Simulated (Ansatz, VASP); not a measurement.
## SnGe2 in VASP and in Ansatz

INCAR

```
SYSTEM = SnGe2
  PREC = Accurate
  ENCUT = 600
  EDIFF = 1E-6
  ISMEAR = 0
  SIGMA = 0.1
  LREAL = .False.
  LASPH = .True.
  NELM = 60
  ALGO = Normal
  ISIF = 3
  LWAVE = .False.
  LCHARG = .False.
  GGA = PE
  IBRION = 2
  NSW = 100
  EDIFFG = -0.01
```

The input KPOINTS:

```
Automatic mesh
0
Gamma
  12 12 12
  0 0 0
```

File POSCAR:

```
SnGe2
1.0
    0.0000000000      3.3728627911      3.3728627911
    3.3728627911      0.0000000000      3.3728627911
    3.3728627911      3.3728627911      0.0000000000
Sn Ge
1 2
Direct
    0.0000000000      0.0000000000      0.0000000000
    0.7500000000      0.7500000000      0.7500000000
    0.5000000000      0.5000000000      0.5000000000
```

Input for Ansatz:

```yaml
crystal:
  lattice:
    - [0.0, 3.3728627911, 3.3728627911]
    - [3.3728627911, 0.0, 3.3728627911]
    - [3.3728627911, 3.3728627911, 0.0]
  atoms:
    - { symbol: Sn, position: [0.0, 0.0, 0.0] }
    - { symbol: Ge, position: [0.75, 0.75, 0.75] }
    - { symbol: Ge, position: [0.5, 0.5, 0.5] }
basis:
  ecutwfc: 420
kpoints:
  mp_grid: { grid: [12, 12, 12] }
hamiltonian:
  xc: pbe
scf:
  occupations: { method: gaussian, width: 0.1 }
output:
  forces: true
  stress: true
  eigenvalues: true
relax:
  adjacent_minimum: "off"
  f_tol: 0.01
  max_steps: 80
  cell: { stress_tol: 0.05 }
```

Change from the starting cell: species swapped into the Cu2Se type (F-43m, No. 216).

Alike in both runs: task relaxation of cell and atoms; functional PBE; k mesh 12 × 12 × 12; occupations gaussian, width 0.1 eV; no spin polarisation.

|  | VASP | Ansatz |
| --- | --- | --- |
| version | VASP 6.6.1 | Ansatz 0.2.0 |
| potentials or method | VASP PAW PBE potentials, release 64 (Sn_d, Ge_d), cutoff 600 eV | scalar-relativistic, plane waves, PAW |
| valence electrons in the cell | 42 | 42 |

Ansatz gave:

* gap on the k mesh at the Fermi level, each at its own relaxed structure (eV): none
* relaxed volume (Å³/atom): 25.37
* relaxed cell length with the largest relative difference (Å): 4.757

Problem. What did VASP give for the same quantities?

Solution. gap on the k mesh at the Fermi level, each at its own relaxed structure (eV): none; relaxed volume (Å³/atom): 25.39; relaxed cell length with the largest relative difference (Å): 4.758.

A gap of «none» marks a metal or a gap that the smearing closes.
